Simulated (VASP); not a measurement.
# AlFe (Pm-3m) in VASP: single point with PBE

Aim: the single point of AlFe with PBE.

Program: VASP 6.6.1. These are calculated values, not measurements. Logs are shortened: lines on timing, memory, paths and dates and some standing lists are left out, and cuts for length are marked.

## (1) The cell of the first run

The structure is cubic, space group Pm-3m (No. 221). The conventional cell has a = 2.910 Å, b = 2.910 Å, c = 2.910 Å, α = 90.00°, β = 90.00°, γ = 90.00°. Al (site symmetry m-3m) has 8 Fe at 2.52 Å and 6 Al at 2.91 Å within 3.3 Å. Fe (site symmetry m-3m) has 8 Al at 2.52 Å and 6 Fe at 2.91 Å within 3.3 Å.

## (2) Single point, PBE, collinear spin, antiferromagnetic start

INCAR reads:

```
SYSTEM = AlFe
  PREC = Accurate
  ENCUT = 520
  EDIFF = 1E-7
  ISMEAR = 0
  SIGMA = 0.05
  LREAL = .FALSE.
  LASPH = .TRUE.
  NELM = 150
  ALGO = Fast
  ISIF = 2
  LWAVE = .FALSE.
  LCHARG = .TRUE.
  ISPIN = 2
  MAGMOM = 0 0 2.5 -2.5
  LORBIT = 11
  LMAXMIX = 4
  GGA = PE
  LELF = .TRUE.
  LVHAR = .TRUE.
  NBANDS = 23
```

KPOINTS reads:

```
Automatic mesh
0
G
  12 12 6
  0 0 0
```

POSCAR reads:

```
AlFe
1.0
    2.9100011415      0.0000000000      0.0000000000
    0.0000000000      2.9100011415      2.9100011415
    0.0000000000      0.0000000000      5.8200022830
Al Fe
2 2
Direct
    0.0000000000      0.0000000000      0.0000000000
    0.0000000000      0.0000000000      0.5000000000
    0.5000000000      0.5000000000      0.0000000000
    0.5000000000      0.5000000000      0.5000000000
```

Potentials or basis: VASP PAW PBE potentials, release 64 (Al, Fe).

The run is started by

```sh
$ cat potpaw_PBE.64/Al/POTCAR potpaw_PBE.64/Fe/POTCAR > POTCAR
$ mpirun -np 1 vasp_std > vasp.out
```

OUTCAR:

```text
SYSTEM = AlFe
   PREC = Accurate
   ENCUT = 520
   EDIFF = 1E-7
   ISMEAR = 0
   LREAL = .FALSE.
   LASPH = .TRUE.
   NELM = 150
   ISIF = 2
   ISPIN = 2
   LORBIT = 11
   GGA = PE

 ion  position               nearest neighbor table
   1  0.000  0.000  0.000-   3 2.52   4 2.52   3 2.52   4 2.52   3 2.52   4 2.52   3 2.52   4 2.52
                             2 2.91   2 2.91   2 2.91   2 2.91
   2  0.000  0.000  0.500-   4 2.52   3 2.52   3 2.52   4 2.52   4 2.52   3 2.52   3 2.52   4 2.52
                             1 2.91   1 2.91   1 2.91   1 2.91
   3  0.500  0.500  0.000-   1 2.52   2 2.52   1 2.52   2 2.52   1 2.52   2 2.52   1 2.52   2 2.52
                             4 2.91   4 2.91   4 2.91   4 2.91
   4  0.500  0.500  0.500-   2 2.52   1 2.52   1 2.52   2 2.52   2 2.52   1 2.52   1 2.52   2 2.52
                             3 2.91   3 2.91   3 2.91   3 2.91

  LATTYP: Found a simple tetragonal cell.
 ALAT       =     4.1153630808
 C/A-ratio  =     0.7071067812

  Lattice vectors:

 A1 = (   0.0000000000,   2.9100011415,  -2.9100011415)
 A2 = (   0.0000000000,   2.9100011415,   2.9100011415)
 A3 = (   2.9100011415,   0.0000000000,   0.0000000000)

Analysis of symmetry for initial positions (statically):
=====================================================================
 Subroutine PRICEL returns following result:

  LATTYP: Found a simple cubic cell.
 ALAT       =     2.9100011415
[... 12 lines left out ...]
 Subroutine GETGRP returns: Found 16 space group operations
 (whereof 16 operations were pure point group operations)
 out of a pool of 16 trial point group operations.

The static configuration has the point symmetry D_4h.

Analysis of symmetry for dynamics (positions and initial velocities):
=====================================================================
 Subroutine PRICEL returns following result:

  LATTYP: Found a simple cubic cell.
 ALAT       =     2.9100011415
[... 12 lines left out ...]
 Subroutine GETGRP returns: Found 16 space group operations
 (whereof 16 operations were pure point group operations)
 out of a pool of 16 trial point group operations.

The dynamic configuration has the point symmetry D_4h.

Analysis of structural, dynamic, and magnetic symmetry:
=====================================================================
 Subroutine PRICEL returns following result:

  LATTYP: Found a simple cubic cell.
 ALAT       =     2.9100011415
[... 12 lines left out ...]
 Subroutine GETGRP returns: Found 16 space group operations
 (whereof 16 operations were pure point group operations)
 out of a pool of 16 trial point group operations.

The overall configuration has the point symmetry D_4h.

 Subroutine INISYM returns: Found 16 space group operations
 (whereof 16 operations are pure point group operations),
 and found     2 'primitive' translations

----------------------------------------------------------------------------------------

                                     Primitive cell

  volume of cell :      24.6422

  direct lattice vectors                    reciprocal lattice vectors
     2.910001141  0.000000000  0.000000000     0.343642477  0.000000000  0.000000000
     0.000000000  2.910001141  0.000000000     0.000000000  0.343642477  0.000000000
     0.000000000  0.000000000  2.910001141     0.000000000  0.000000000  0.343642477

  length of vectors
     2.910001141  2.910001141  2.910001141     0.343642477  0.343642477  0.343642477

  position of ions in fractional coordinates (direct lattice)
     0.000000000  0.000000000  0.000000000
     0.500000000  0.500000000  0.500000000

  ion indices of the primitive-cell ions
   primitive index   ion index
                 1           1
                 2           3

----------------------------------------------------------------------------------------

 KPOINTS: Automatic mesh

Automatic generation of k-mesh.
 Grid dimensions read from file:
 generate k-points for:   12   12    6

 Generating k-lattice:

  Cartesian coordinates                     Fractional coordinates (reciprocal lattice)
     0.028636873  0.000000000  0.000000000     0.083333333  0.000000000  0.000000000
     0.000000000  0.028636873  0.000000000     0.000000000  0.083333333  0.000000000
     0.000000000 -0.028636873  0.028636873     0.000000000  0.000000000  0.166666667

  Length of vectors
     0.028636873  0.028636873  0.040498654

  Shift w.r.t. Gamma in fractional coordinates (k-lattice)
     0.000000000  0.000000000  0.000000000

 Subroutine IBZKPT returns following result:
 ===========================================

 Found    112 irreducible k-points:

 Following reciprocal coordinates:
            Coordinates               Weight
  0.000000  0.000000  0.000000      1.000000
  0.083333  0.000000  0.000000      2.000000
  0.166667  0.000000  0.000000      2.000000
  0.250000  0.000000  0.000000      2.000000
  0.333333  0.000000  0.000000      2.000000
  0.416667  0.000000  0.000000      2.000000
[... 16 lines left out ...]
  0.083333  0.250000  0.000000      8.000000
  0.166667  0.250000  0.000000      8.000000
 [... further k-points ...]
   k-points           NKPTS =    112   k-points in BZ     NKDIM =    112   number of bands    NBANDS=     23
   number of dos      NEDOS =    301   number of ions     NIONS =      4
   total plane-waves  NPLWV =  36864
   dimension x,y,z NGX =    24 NGY =   32 NGZ =   48
   dimension x,y,z NGXF=    48 NGYF=   64 NGZF=   96
   ions per type =               2   2
   NGX,Y,Z   is equivalent  to a cutoff of  13.71, 12.93, 13.71 a.u.
   NGXF,Y,Z  is equivalent  to a cutoff of  27.42, 25.85, 27.42 a.u.
 SYSTEM =  AlFe
   PREC   = accura    normal or accurate (medium, high low for compatibility)
   ISTART =      0    job   : 0-new  1-cont  2-samecut
   ICHARG =      2    charge: 1-file 2-atom 10-const
   ISPIN  =      2    spin polarized calculation?
   LNONCOLLINEAR =      F non collinear calculations
   LSORBIT =      F    spin-orbit coupling
   LASPH  =      T    aspherical Exc in radial PAW
   ENCUT  =  520.0 eV  38.22 Ry    6.18 a.u.   5.41  7.65 10.82*2*pi/ulx,y,z
   NELM   =    150;   NELMIN=  2; NELMDL= -5     # of ELM steps
   EDIFF  = 0.1E-06   stopping-criterion for ELM
   LREAL  =      F    real-space projection
   EDIFFG = 0.1E-05   stopping-criterion for IOM
   NSW    =      0    number of steps for IOM
   IBRION =     -1    ionic relax: 0-MD 1-quasi-New 2-CG
   NFREE  =      0    steps in history (QN), initial steepest desc. (CG)
   ISIF   =      2    stress and relaxation
   ISYM   =      2    0-nonsym 1-usesym 2-fastsym
   POTIM  = 0.5000    time-step for ionic-motion
   TEBEG  =    0.0;   TEEND  =   0.0 temperature during run
   PSTRESS=    0.0 pullay stress
   NELECT =      22.0000    total number of electrons
   NUPDOWN=      -1.0000    fix difference up-down
   EMIN   =  10.00;   EMAX   =-10.00  energy-range for DOS
   EFERMI =   0.00;   METHOD = LEGACY
   ISMEAR =     0;   SIGMA  =   0.05  broadening in eV -4-tet -1-fermi 0-gaus
   EFERMI_NEDOS =   21; number of points for ismear=-14 and -15
   IALGO  =     68    algorithm
   IMIX   =      4    mixing-type and parameters
     AMIX     =   0.40;   BMIX     =  1.00
     AMIX_MAG =   1.60;   BMIX_MAG =  1.00
  volume/ion in A,a.u.               =      12.32        83.15
  Fermi-wavevector in a.u.,A,eV,Ry     =   1.251159  2.364348 21.298550  1.565399
  Thomas-Fermi vector in A             =   2.385120
   LORBIT       =     11    0 simple, 1 ext, 2 COOP (PROOUT), +10 PAW based schemes
   GGA     = PE    functional components
   LHFCALC =     F    Hartree Fock is set to
   AEXX    =    0.0000 exact exchange contribution
   IVDW    =     0    specifies the selected vdW correction
   LEPSILON=     F    determine dielectric tensor
   LRPA    =     F    only Hartree local field effects (RPA)
 spin polarized calculation
 RMM-DIIS sequential band-by-band and
 Gauss-broadening in eV      SIGMA  =   0.05
  energy-cutoff  :      520.00
  volume of cell :       49.28
 maximum number of plane-waves:      1364
 NGX is ok and might be reduce to    24
   NGX = 11   NGY = 15   NGZ = 21

 number of electron      21.9999996 magnetization      -0.0000000

 number of electron      21.9999996 magnetization       0.0000000

 Free energy of the ion-electron system (eV)
  ---------------------------------------------------
  ext. energy  EPLUGINS =         0.00000000
  ---------------------------------------------------
  free energy    TOTEN  =       -25.22240698 eV

  energy without entropy =      -25.21467647  energy(sigma->0) =      -25.21854173

 E-fermi :   7.6991     XC(G=0): -11.9699

 val. band max:        7.6967464248   @ k =   0.0833   0.0000   0.0000
 cond. band min:       7.7019284168   @ k =   0.0833   0.3333   0.0000
 fundamental gap:      0.0051819919
 Fermi energy:         7.6990804768

 spin component 1

 k-point     1 :       0.0000    0.0000    0.0000
  band No.  band energies     occupation
      1      -2.5575      1.00000
      2       2.9667      1.00000
      3       5.1302      1.00000
      4       5.4088      1.00000
      5       5.5610      1.00000
      6       5.5610      1.00000
[... 613 lines left out ...]
     22      20.9715      0.00000
     23      22.2277      0.00000

 [... further k-points ...]

 spin component 2

 k-point     1 :       0.0000    0.0000    0.0000
  band No.  band energies     occupation
      1      -2.5575      1.00000
      2       2.9667      1.00000
      3       5.1302      1.00000
      4       5.4088      1.00000
      5       5.5610      1.00000
      6       5.5610      1.00000
[... 613 lines left out ...]
     22      20.9715      0.00000
     23      22.2230      0.00000

 [... further k-points ...]

------------------------ aborting loop because EDIFF is reached ----------------------------------------

  FORCE on cell =-STRESS in cart. coord.  units (eV):
  Direction    XX          YY          ZZ          XY          YZ          ZX
  --------------------------------------------------------------------------------------
  -------------------------------------------------------------------------------------
  Total       -2.7084189     -0.8627598     -0.8627598      0.0000000      0.0000000     -0.0000000
  in kB      -88.0474831    -28.0472977    -28.0472977      0.0000000      0.0000000     -0.0000000
  external PRESSURE =     -48.0473595 kB  Pullay stress =       0.0000000 kB

 VOLUME and BASIS-vectors are now :
 -----------------------------------------------------------------------------
  energy-cutoff  :      520.00
  volume of cell :       49.28
      direct lattice vectors                 reciprocal lattice vectors
     2.910001141  0.000000000  0.000000000     0.343642477  0.000000000  0.000000000
     0.000000000  2.910001141  2.910001141     0.000000000  0.343642477  0.000000000
     0.000000000  0.000000000  5.820002283     0.000000000 -0.171821238  0.171821238

 POSITION                                       TOTAL-FORCE (eV/Angst)
 -----------------------------------------------------------------------------------
      0.00000      0.00000      0.00000         0.000000     -0.000000     -0.000000
      0.00000      0.00000      2.91000         0.000000     -0.000000     -0.000000
      1.45500      1.45500      1.45500         0.000000      0.000000     -0.000000
      1.45500      1.45500      4.36500         0.000000     -0.000000      0.000000
 -----------------------------------------------------------------------------------
    total drift:                                0.000000     -0.000000     -0.000000

  FREE ENERGIE OF THE ION-ELECTRON SYSTEM (eV)
  ---------------------------------------------------
  free  energy   TOTEN  =       -25.2224069846 eV

  energy  without entropy=      -25.2146764742  energy(sigma->0) =      -25.21854173

 total charge

# of ion       s       p       d       tot
------------------------------------------
    1        0.397   0.421   0.000   0.818
    2        0.397   0.421   0.000   0.818
    3        0.418   0.475   6.446   7.339
    4        0.418   0.475   6.446   7.339
--------------------------------------------------
tot          1.629   1.794  12.892  16.314

 magnetization (x)

# of ion       s       p       d       tot
------------------------------------------
    1        0.000   0.000   0.000   0.000
    2        0.000   0.000   0.000   0.000
    3        0.011   0.003   0.974   0.988
    4       -0.011  -0.003  -0.974  -0.988
--------------------------------------------------
tot          0.000   0.000   0.000   0.000
```

It took 10 min on 1 thread of Oxide Virtual Turin-like, shared host; peak memory 0.32 GiB.

Results:

- Free energy: -25.2224 eV
- Pressure: -4.8 GPa
- Band gap on the k mesh: zero (filled and empty bands overlap)
- Net moment: 0.00 μB per cell
- Site moments: Al +0.00; Fe +0.99, -0.99 μB
- Valence electrons inside the program's atomic spheres: Al 0.82; Fe 7.34

Stress tensor (GPa, compression positive):
```
-8.80  0.00  0.00
 0.00 -2.80  0.00
 0.00  0.00 -2.80
```

Caveat: the stress differs along the axes, from -9 to -3 GPa; the antiferromagnetic order is the one typed at the start, and another may lie lower.
